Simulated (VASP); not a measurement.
# GeSb4Te7 (P-3m1) in VASP: notebook

GeSb4Te7 is run at these levels: PBE; tasks: single point.

Everything below comes from runs of VASP 6.6.1. Logs are shortened: lines on timing, memory, paths and dates and some standing lists are left out, and cuts for length are marked.

## (1) The cell of the first run

The structure is trigonal, space group P-3m1 (No. 164). Conventional cell: a = 4.321 Å, b = 4.321 Å, c = 26.038 Å, α = 90.00°, β = 90.00°, γ = 120.00°. Within 4.0 Å of Ge (site symmetry -3m) lie 6 Te at 3.02 Å. Sb (site symmetry 3m) has 6 Te at 3.02 to 3.20 Å within 4.0 Å. Within 4.0 Å of Sb (site symmetry 3m) lie 6 Te at 3.02 to 3.21 Å. Within 4.0 Å of Te (site symmetry 3m) lie 3 Sb at 3.02 Å. Within 4.0 Å of Te (site symmetry 3m) lie 3 Sb at 3.02 Å. Te (site symmetry 3m) has 3 Ge at 3.02 Å and 3 Sb at 3.21 Å within 4.0 Å. Within 4.5 Å of Te (site symmetry -3m) lie 6 Sb at 3.20 Å and 12 Te at 4.32 to 4.47 Å.

## (2) Single point, PBE (35.08 Å³/atom)

The input, INCAR:

```
  PREC = Accurate
  ENCUT = 500
  EDIFF = 1E-6
  ISMEAR = 0
  SIGMA = 0.02
  LREAL = False
  LASPH = True
  NELM = 120
  ALGO = Normal
  ISIF = 2
  LWAVE = False
  LCHARG = False
  GGA = PE
  NBANDS = 50
  GGA_COMPAT = False
```

The input, KPOINTS:

```
Automatic mesh
0
Gamma
  12 12 2
```

The input, POSCAR:

```
GeSb4Te7
1.0
    4.3209273462      0.0000000000      0.0000000000
   -2.1604636731      3.7420328497      0.0000000000
    0.0000000000      0.0000000000     26.0375933377
Ge Sb Te
1 4 7
Direct
    0.0000000000      0.0000000000      0.5000000000
    0.6666666667      0.3333333333      0.9229657027
    0.3333333333      0.6666666667      0.3567139991
    0.3333333333      0.6666666667      0.0770342973
    0.6666666667      0.3333333333      0.6432860009
    0.3333333333      0.6666666667      0.8575344825
    0.6666666667      0.3333333333      0.1424655175
    0.0000000000      0.0000000000      0.7084358258
    0.6666666667      0.3333333333      0.4345911606
    0.3333333333      0.6666666667      0.5654088394
    0.0000000000      0.0000000000      0.0000000000
    0.0000000000      0.0000000000      0.2915641742
```

Potentials or basis: VASP PAW PBE potentials, release 64 (Ge_d, Sb, Te).

Started as:

```
cat potpaw_PBE.64/Ge_d/POTCAR potpaw_PBE.64/Sb/POTCAR potpaw_PBE.64/Te/POTCAR > POTCAR
mpirun -np 1 vasp_std > vasp.out
```

OUTCAR:

```text
PREC = Accurate
   ENCUT = 500
   EDIFF = 1E-6
   ISMEAR = 0
   LREAL = False
   LASPH = True
   NELM = 120
   ISIF = 2
   GGA = PE

 ion  position               nearest neighbor table
   1  0.000  0.000  0.500-   9 3.02  10 3.02  10 3.02   9 3.02   9 3.02  10 3.02
   2  0.667  0.333  0.923-   6 3.02   6 3.02   6 3.02  11 3.20  11 3.20  11 3.20
   3  0.333  0.667  0.357-  12 3.02  12 3.02  12 3.02   9 3.21   9 3.21   9 3.21
   4  0.333  0.667  0.077-   7 3.02   7 3.02   7 3.02  11 3.20  11 3.20  11 3.20
   5  0.667  0.333  0.643-   8 3.02   8 3.02   8 3.02  10 3.21  10 3.21  10 3.21
   6  0.333  0.667  0.858-   2 3.02   2 3.02   2 3.02
   7  0.667  0.333  0.142-   4 3.02   4 3.02   4 3.02
   8  0.000  0.000  0.708-   5 3.02   5 3.02   5 3.02
   9  0.667  0.333  0.435-   1 3.02   1 3.02   1 3.02   3 3.21   3 3.21   3 3.21
  10  0.333  0.667  0.565-   1 3.02   1 3.02   1 3.02   5 3.21   5 3.21   5 3.21
  11  0.000  0.000  0.000-   2 3.20   4 3.20   4 3.20   2 3.20   2 3.20   4 3.20
  12  0.000  0.000  0.292-   3 3.02   3 3.02   3 3.02

  LATTYP: Found a hexagonal cell.
 ALAT       =     4.3209273462
 C/A-ratio  =     6.0259271336

  Lattice vectors:

 A1 = (   4.3209273462,   0.0000000000,   0.0000000000)
 A2 = (  -2.1604636731,   3.7420328497,   0.0000000000)
 A3 = (   0.0000000000,   0.0000000000,  26.0375933377)

Analysis of symmetry for initial positions (statically):
=====================================================================
 Subroutine PRICEL returns:
 Original cell was already a primitive cell.

 Routine SETGRP: Setting up the symmetry group for a
 hexagonal supercell.

 Subroutine GETGRP returns: Found 12 space group operations
 (whereof 12 operations were pure point group operations)
 out of a pool of 24 trial point group operations.

The static configuration has the point symmetry D_3d.

Analysis of symmetry for dynamics (positions and initial velocities):
=====================================================================
 Subroutine PRICEL returns:
 Original cell was already a primitive cell.

 Routine SETGRP: Setting up the symmetry group for a
 hexagonal supercell.

 Subroutine GETGRP returns: Found 12 space group operations
 (whereof 12 operations were pure point group operations)
 out of a pool of 24 trial point group operations.

The dynamic configuration has the point symmetry D_3d.

 Subroutine INISYM returns: Found 12 space group operations
 (whereof 12 operations are pure point group operations),
 and found     1 'primitive' translations

----------------------------------------------------------------------------------------

                                     Primitive cell

  volume of cell :     421.0032

  direct lattice vectors                    reciprocal lattice vectors
     4.320927346  0.000000000  0.000000000     0.231431802  0.133617213  0.000000000
    -2.160463673  3.742032850  0.000000000     0.000000000  0.267234426  0.000000000
     0.000000000  0.000000000 26.037593338     0.000000000  0.000000000  0.038406007

  length of vectors
     4.320927346  4.320927346 26.037593338     0.267234426  0.267234426  0.038406007

  position of ions in fractional coordinates (direct lattice)
     0.000000000  0.000000000  0.500000000
     0.666666667  0.333333333  0.922965703
     0.333333333  0.666666667  0.356713999
     0.333333333  0.666666667  0.077034297
     0.666666667  0.333333333  0.643286001
     0.333333333  0.666666667  0.857534483
     0.666666667  0.333333333  0.142465517
     0.000000000  0.000000000  0.708435826
     0.666666667  0.333333333  0.434591161
     0.333333333  0.666666667  0.565408839
     0.000000000  0.000000000  0.000000000
     0.000000000  0.000000000  0.291564174

  ion indices of the primitive-cell ions
   primitive index   ion index
                 1           1
                 2           2
                 3           3
                 4           4
                 5           5
                 6           6
                 7           7
                 8           8
                 9           9
                10          10
                11          11
                12          12

----------------------------------------------------------------------------------------

 KPOINTS: Automatic mesh

Automatic generation of k-mesh.
 Grid dimensions read from file:
 generate k-points for:   12   12    2

 Generating k-lattice:

  Cartesian coordinates                     Fractional coordinates (reciprocal lattice)
     0.019285983  0.011134768  0.000000000     0.083333333 -0.000000000  0.000000000
     0.000000000  0.022269535  0.000000000     0.000000000  0.083333333  0.000000000
     0.000000000  0.000000000  0.019203004     0.000000000  0.000000000  0.500000000

  Length of vectors
     0.022269535  0.022269535  0.019203004

  Shift w.r.t. Gamma in fractional coordinates (k-lattice)
     0.000000000  0.000000000  0.000000000

 Subroutine IBZKPT returns following result:
 ===========================================

 Found     38 irreducible k-points:

 Following reciprocal coordinates:
            Coordinates               Weight
  0.000000  0.000000  0.000000      1.000000
  0.083333  0.000000  0.000000      6.000000
  0.166667  0.000000  0.000000      6.000000
  0.250000  0.000000  0.000000      6.000000
  0.333333 -0.000000  0.000000      6.000000
  0.416667  0.000000  0.000000      6.000000
[... 16 lines left out ...]
  0.250000  0.000000  0.500000      6.000000
  0.333333 -0.000000  0.500000      6.000000
 [... further k-points ...]
   k-points           NKPTS =     38   k-points in BZ     NKDIM =     38   number of bands    NBANDS=     50
   number of dos      NEDOS =    301   number of ions     NIONS =     12
   total plane-waves  NPLWV = 196608
   dimension x,y,z NGX =    32 NGY =   32 NGZ =  192
   dimension x,y,z NGXF=    64 NGYF=   64 NGZF=  384
   ions per type =               1   4   7
   NGX,Y,Z   is equivalent  to a cutoff of  12.31, 12.31, 12.26 a.u.
   NGXF,Y,Z  is equivalent  to a cutoff of  24.62, 24.62, 24.52 a.u.
 SYSTEM =  unknown system
   PREC   = accura    normal or accurate (medium, high low for compatibility)
   ISTART =      0    job   : 0-new  1-cont  2-samecut
   ICHARG =      2    charge: 1-file 2-atom 10-const
   ISPIN  =      1    spin polarized calculation?
   LNONCOLLINEAR =      F non collinear calculations
   LSORBIT =      F    spin-orbit coupling
   LASPH  =      T    aspherical Exc in radial PAW
   ENCUT  =  500.0 eV  36.75 Ry    6.06 a.u.   7.88  7.88 47.47*2*pi/ulx,y,z
   NELM   =    120;   NELMIN=  2; NELMDL= -5     # of ELM steps
   EDIFF  = 0.1E-05   stopping-criterion for ELM
   LREAL  =      F    real-space projection
   EDIFFG = 0.1E-04   stopping-criterion for IOM
   NSW    =      0    number of steps for IOM
   IBRION =     -1    ionic relax: 0-MD 1-quasi-New 2-CG
   NFREE  =      0    steps in history (QN), initial steepest desc. (CG)
   ISIF   =      2    stress and relaxation
   ISYM   =      2    0-nonsym 1-usesym 2-fastsym
   POTIM  = 0.5000    time-step for ionic-motion
   TEBEG  =    0.0;   TEEND  =   0.0 temperature during run
   PSTRESS=    0.0 pullay stress
   NELECT =      76.0000    total number of electrons
   NUPDOWN=      -1.0000    fix difference up-down
   EMIN   =  10.00;   EMAX   =-10.00  energy-range for DOS
   EFERMI =   0.00;   METHOD = LEGACY
   ISMEAR =     0;   SIGMA  =   0.02  broadening in eV -4-tet -1-fermi 0-gaus
   EFERMI_NEDOS =   21; number of points for ismear=-14 and -15
   IALGO  =     38    algorithm
   IMIX   =      4    mixing-type and parameters
     AMIX     =   0.40;   BMIX     =  1.00
     AMIX_MAG =   1.60;   BMIX_MAG =  1.00
  volume/ion in A,a.u.               =      35.08       236.76
  Fermi-wavevector in a.u.,A,eV,Ry     =   0.925233  1.748436 11.647339  0.856055
  Thomas-Fermi vector in A             =   2.051065
   LORBIT       =      0    0 simple, 1 ext, 2 COOP (PROOUT), +10 PAW based schemes
   GGA     = PE    functional components
   LHFCALC =     F    Hartree Fock is set to
   AEXX    =    0.0000 exact exchange contribution
   IVDW    =     0    specifies the selected vdW correction
   LEPSILON=     F    determine dielectric tensor
   LRPA    =     F    only Hartree local field effects (RPA)
 non-spin polarized calculation
 Gauss-broadening in eV      SIGMA  =   0.02
  energy-cutoff  :      500.00
  volume of cell :      421.00
 maximum number of plane-waves:     10782
 NGX is ok and might be reduce to    32
   NGX = 15   NGY = 15   NGZ = 95

 number of electron      75.9999992 magnetization

 Free energy of the ion-electron system (eV)
  ---------------------------------------------------
  ext. energy  EPLUGINS =         0.00000000
  ---------------------------------------------------
  free energy    TOTEN  =       -44.50851833 eV

  energy without entropy =      -44.50851833  energy(sigma->0) =      -44.50851833

 E-fermi :   4.9304     XC(G=0):  -8.7395

 val. band max:        4.8428697340   @ k =   0.2500   0.0000   0.0000
 cond. band min:       5.4311254804   @ k =   0.0000   0.0000   0.5000
 fundamental gap:      0.5882557464
 Fermi energy:         4.9303845638

 k-point     1 :       0.0000    0.0000    0.0000
  band No.  band energies     occupation
      1     -19.6520      2.00000
      2     -19.6520      2.00000
      3     -19.6490      2.00000
      4     -19.6464      2.00000
      5     -19.6464      2.00000
      6      -7.6775      2.00000
[... 42 lines left out ...]
     49       6.8901      0.00000
     50       6.8921      0.00000

 k-point     2 :       0.0833    0.0000    0.0000
  band No.  band energies     occupation
      1     -19.6522      2.00000
      2     -19.6520      2.00000
      3     -19.6490      2.00000
      4     -19.6464      2.00000
      5     -19.6463      2.00000
      6      -7.6169      2.00000
[... 1158 lines left out ...]
 k-point    24 :       0.3333   -0.0000    0.5000
  band No.  band energies     occupation
      1     -19.6536      2.00000
      2     -19.6517      2.00000
      3     -19.6483      2.00000
      4     -19.6464      2.00000
      5     -19.6453      2.00000
      6      -6.7613      2.00000
[... 42 lines left out ...]
     49       7.9900      0.00000
     50       8.4721      0.00000

 [... further k-points ...]
[... 5 lines left out ...]
  --------------------------------------------------------------------------------------
  -------------------------------------------------------------------------------------
  Total       -0.7024152     -0.7024152     -0.6621767     -0.0000000     -0.0000000      0.0000000
  in kB       -2.6731238     -2.6731238     -2.5199915     -0.0000000     -0.0000000      0.0000000
  external PRESSURE =      -2.6220797 kB  Pullay stress =       0.0000000 kB

 VOLUME and BASIS-vectors are now :
 -----------------------------------------------------------------------------
  energy-cutoff  :      500.00
  volume of cell :      421.00
      direct lattice vectors                 reciprocal lattice vectors
     4.320927346  0.000000000  0.000000000     0.231431802  0.133617213  0.000000000
    -2.160463673  3.742032850  0.000000000     0.000000000  0.267234426  0.000000000
     0.000000000  0.000000000 26.037593338     0.000000000  0.000000000  0.038406007

 POSITION                                       TOTAL-FORCE (eV/Angst)
 -----------------------------------------------------------------------------------
      0.00000      0.00000     13.01880         0.000000      0.000000      0.000000
      2.16046      1.24734     24.03181         0.000000     -0.000000      0.021765
     -0.00000      2.49469      9.28797        -0.000000      0.000000      0.019709
     -0.00000      2.49469      2.00579         0.000000      0.000000     -0.021765
      2.16046      1.24734     16.74962         0.000000     -0.000000     -0.019709
     -0.00000      2.49469     22.32813        -0.000000      0.000000     -0.013239
      2.16046      1.24734      3.70946         0.000000     -0.000000      0.013239
      0.00000      0.00000     18.44596        -0.000000      0.000000      0.013171
      2.16046      1.24734     11.31571        -0.000000      0.000000     -0.010276
     -0.00000      2.49469     14.72189         0.000000     -0.000000      0.010276
      0.00000      0.00000      0.00000         0.000000      0.000000      0.000000
      0.00000      0.00000      7.59163        -0.000000      0.000000     -0.013171
 -----------------------------------------------------------------------------------
    total drift:                                0.000000      0.000000      0.000000

  FREE ENERGIE OF THE ION-ELECTRON SYSTEM (eV)
  ---------------------------------------------------
  free  energy   TOTEN  =       -44.5085183307 eV

  energy  without entropy=      -44.5085183307  energy(sigma->0) =      -44.50851833
```

It took 7.5 min on 1 thread of AMD EPYC 9R45 (Zen 5), shared host; peak memory 0.84 GiB.

Results:

| Quantity | Value |
| --- | --- |
| Free energy | -44.5085 eV |
| Pressure | -0.3 GPa |
| Largest force | 0.022 eV/Å |
| Band gap on the k mesh | 0.59 eV (least direct gap 0.67 eV) |

Forces on the atoms (eV/Å):
```
Ge   0.000  0.000  0.000
Sb   0.000  0.000  0.022
Sb   0.000  0.000  0.020
Sb   0.000  0.000 -0.022
Sb   0.000  0.000 -0.020
Te   0.000  0.000 -0.013
Te   0.000  0.000  0.013
Te   0.000  0.000  0.013
Te   0.000  0.000 -0.010
Te   0.000  0.000  0.010
Te   0.000  0.000  0.000
Te   0.000  0.000 -0.013
```

Levels at points of the mesh, in eV from the valence-band top:
```csv
k point,band 34,band 35,band 36,band 37,band 38,band 39,band 40,band 41,band 42,band 43
"(0.00, 0.00, 0.00)",-0.77,-0.76,-0.76,-0.22,-0.15,0.61,0.75,0.94,0.94,1.02
"(0.50, 0.00, 0.00)",-1.14,-0.98,-0.92,-0.83,-0.60,1.05,1.06,1.49,1.62,1.71
"(0.00, 0.00, 0.50)",-0.76,-0.76,-0.60,-0.34,-0.08,0.59,0.76,0.93,0.93,1.03
"(0.50, 0.00, 0.50)",-1.19,-1.00,-0.91,-0.85,-0.51,0.91,1.17,1.43,1.47,1.74
```

Caveat: semilocal functionals underestimate gaps, and a narrow one can read as zero; spin-orbit coupling is left out, which moves the levels of the heavy elements; this functional lacks dispersion, which binds layers or chains, so the pressure and a relaxed spacing across them are unreliable. A k mesh can miss the band edges.

## (3) Single point, PBE

This run uses another cell than the first one, of 33.10 Å³/atom.

The input, INCAR:

```
SYSTEM = GeSb4Te7
ALGO = Normal
EDIFF = 1E-6
ENCUT = 520
GGA = PE
ISIF = 2
ISMEAR = 0
LASPH = .True.
LCHARG = .True.
LELF = .True.
LREAL = .False.
LVHAR = .True.
LWAVE = .False.
NBANDS = 50
NELM = 60
PREC = Accurate
SIGMA = 0.02
```

The input, KPOINTS:

```
k-points
0
Gamma
  12 12 2
  0 0 0
```

The input, POSCAR:

```
GeSb4Te7
1.0
    4.3204007266      0.0000000000      0.0000000000
   -2.1602003633      3.7415767837      0.0000000000
    0.0000000000      0.0000000000     24.5697560568
Ge Sb Te
1 4 7
Direct
    0.0000000000      0.0000000000      0.5000000000
    0.6666666667      0.3333333333      0.9187156020
    0.3333333333      0.6666666667      0.3488175086
    0.3333333333      0.6666666667      0.0812843980
    0.6666666667      0.3333333333      0.6511824914
    0.3333333333      0.6666666667      0.8491992850
    0.6666666667      0.3333333333      0.1508007150
    0.0000000000      0.0000000000      0.7204257128
    0.6666666667      0.3333333333      0.4310324039
    0.3333333333      0.6666666667      0.5689675961
    0.0000000000      0.0000000000      0.0000000000
    0.0000000000      0.0000000000      0.2795742872
```

Potentials or basis: VASP PAW PBE potentials, release 64 (Ge_d, Sb, Te).

Started as:

```
cat potpaw_PBE.64/Ge_d/POTCAR potpaw_PBE.64/Sb/POTCAR potpaw_PBE.64/Te/POTCAR > POTCAR
mpirun -np 1 vasp_std > vasp.out
```

It took 27 min on 1 thread of Oxide Virtual Turin-like, shared host; peak memory 0.85 GiB.

Results (log left out):

| Quantity | Value |
| --- | --- |
| Free energy | -44.5400 eV |
| Pressure | 0.0 GPa |
| Largest force | 0.023 eV/Å |
| Band gap on the k mesh | 0.36 eV |

Forces on the atoms (eV/Å):
```
Ge   0.000  0.000  0.000
Sb   0.000  0.000  0.023
Sb   0.000  0.000  0.023
Sb   0.000  0.000 -0.023
Sb   0.000  0.000 -0.023
Te   0.000  0.000 -0.016
Te   0.000  0.000  0.016
Te   0.000  0.000  0.016
Te   0.000  0.000 -0.009
Te   0.000  0.000  0.009
Te   0.000  0.000  0.000
Te   0.000  0.000 -0.016
```

Levels at points of the mesh, in eV from the valence-band top:
```csv
k point,band 35,band 36,band 37,band 38,band 39,band 40,band 41,band 42
"(0.00, 0.00, 0.00)",-1.04,-1.04,-0.26,-0.09,0.47,0.54,0.65,0.65
"(0.50, 0.00, 0.00)",-1.26,-1.20,-0.96,-0.82,0.86,0.87,1.20,1.37
"(0.00, 0.00, 0.50)",-1.02,-0.89,-0.34,0.00,0.36,0.60,0.60,0.62
"(0.50, 0.00, 0.50)",-1.35,-1.12,-0.98,-0.57,0.57,0.88,1.08,1.17
```

Caveat: semilocal functionals underestimate gaps, and a narrow one can read as zero; spin-orbit coupling is left out, which moves the levels of the heavy elements; this functional lacks dispersion, which binds layers or chains, so the pressure and a relaxed spacing across them are unreliable. A k mesh can miss the band edges.
